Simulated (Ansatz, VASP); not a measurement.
## HfO2: VASP beside Ansatz

```xyz
6
Lattice="4.8382 0.0000 0.0000 0.0000 4.8382 0.0000 0.0000 0.0000 3.2203" Properties=species:S:1:pos:R:3 pbc="T T T"
Hf    0.0000    0.0000   -0.0142
Hf    2.4191    2.4191    1.6243
O     0.9431    3.8951    1.8352
O     1.4760    1.4760   -0.2250
O     3.3622    3.3622   -0.2250
O     3.8951    0.9431    1.8352
```

Change from the starting cell: mode 12 (420.9 1/cm) frozen in, largest displacement +0.225 Å.

Alike in both runs: task single point; functional r2SCAN; k mesh 6 × 6 × 8; occupations gaussian, width 0.05 eV; no spin polarisation.

```csv
,VASP,Ansatz
version,VASP 6.6.1,Ansatz 0.2.0
potentials or method,"VASP PAW PBE potentials, release 64 (Hf_pv, O), cutoff 520 eV","scalar-relativistic, plane waves, PAW"
valence electrons in the cell,44,76
```

```tsv
	VASP	Ansatz	Ansatz less VASP
gap on the k mesh at the Fermi level (eV)	4.57	4.63	+0.054
least direct gap on the mesh (eV)	4.84	4.88	+0.045
pressure (GPa)	5.9	8.7	+2.84
traceless stress, the component that is largest in VASP (GPa)	-1.66	-1.29	+0.373
rms of the force components (eV/Å)	1.431	1.458	+0.0271
```

VASP's potentials were made for PBE, not for r2SCAN. Atom by atom the forces differ by 0.041 eV/Å (rms over components). The functional is the same, so the differences come from potentials, cutoffs and numerics. VASP's potentials hold 44 valence electrons a cell and Ansatz's 76, so a difference there can come from the potentials and not from the codes.

Neither program's run includes spin-orbit coupling.
